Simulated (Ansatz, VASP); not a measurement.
# Two plane-wave programs on AlGa3N4

```
Al Ga N
1.0
     5.13892    0.00000    0.00002
     0.00000    3.16341    0.00000
    -0.00369    0.00000    5.47699
Al Ga N
1 3 4
Direct
  0.00058 0.50000 0.66730
  0.49917 0.50000 0.33506
  0.49925 0.00000 0.83146
  0.99986 0.00000 0.16619
  0.13525 0.50000 0.33000
  0.13316 0.00000 0.81533
  0.63607 0.00000 0.15559
  0.64758 0.50000 0.65666
```

Change from the starting cell: all N atoms moved -0.100 Å, as atom 5 towards its neighbour atom 8 (N) at 3.080 Å.

Alike in both runs: task single point; functional r2SCAN; k mesh 6 × 8 × 4; occupations gaussian, width 0.05 eV; no spin polarisation.

```csv
,VASP,Ansatz
version,VASP 6.6.1,Ansatz 0.2.0
potentials or method,"VASP PAW PBE potentials, release 64 (Al, Ga_d, N), cutoff 520 eV","scalar-relativistic, plane waves, PAW"
valence electrons in the cell,62,62
```

|  | VASP | Ansatz | Ansatz less VASP |
| --- | --- | --- | --- |
| gap on the k mesh at the Fermi level (eV) | 2.75 | 2.75 | 0.000 |
| least direct gap on the mesh (eV) | 2.75 | 2.75 | 0.000 |
| pressure (GPa) | 1.8 | 1.1 | -0.70 |
| traceless stress, the component that is largest in VASP (GPa) | 7.35 | 7.10 | -0.250 |
| rms of the force components (eV/Å) | 0.795 | 0.784 | -0.0109 |

VASP's potentials were made for PBE, not for r2SCAN. Atom by atom the forces differ by 0.032 eV/Å (rms over components).
